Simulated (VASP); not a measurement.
Input of a VASP 6.6.1 run:

File INCAR:

```
PREC = Accurate
ENCUT = 520
EDIFF = 1E-7
ISMEAR = 0
SIGMA = 0.02
LREAL = False
LASPH = True
NELM = 100
ALGO = Normal
ISIF = 2
LWAVE = False
LCHARG = False
GGA = PE
NBANDS = 36
```

File KPOINTS:

```
regular mesh
0
Gamma
  10 10 10
```

Contents of POSCAR:

```
Cd3Se2S
1.0
   -2.1594172807      2.1594172807      9.1497872498
    2.1594172807     -2.1594172807      9.1497872498
    2.1594172807      2.1594172807     -9.1497872498
Cd Se S
3 2 1
Direct
    0.6721625973      0.6721625973      0.0000000000
    0.3278374027      0.3278374027      0.0000000000
    0.0000000000      0.0000000000      0.0000000000
    0.4138598077      0.9138598077      0.5000000000
    0.0861401923      0.5861401923      0.5000000000
    0.7500000000      0.2500000000      0.5000000000
```

Potentials or basis: VASP PAW PBE potentials, release 64 (Cd, Se, S).

Launch:

```console
$ cat potpaw_PBE.64/Cd/POTCAR potpaw_PBE.64/Se/POTCAR potpaw_PBE.64/S/POTCAR > POTCAR
$ mpirun -np 1 vasp_std > vasp.out
```

(1) What does it give for the band gap on the k mesh?

(2) Predict the largest force.

(3) Estimate the pressure.

## Answers

(1) 0.63 eV.

(2) 0.003 eV/Å.

(3) 0.3 GPa.

Caveat: semilocal functionals underestimate gaps, and a narrow one can read as zero.
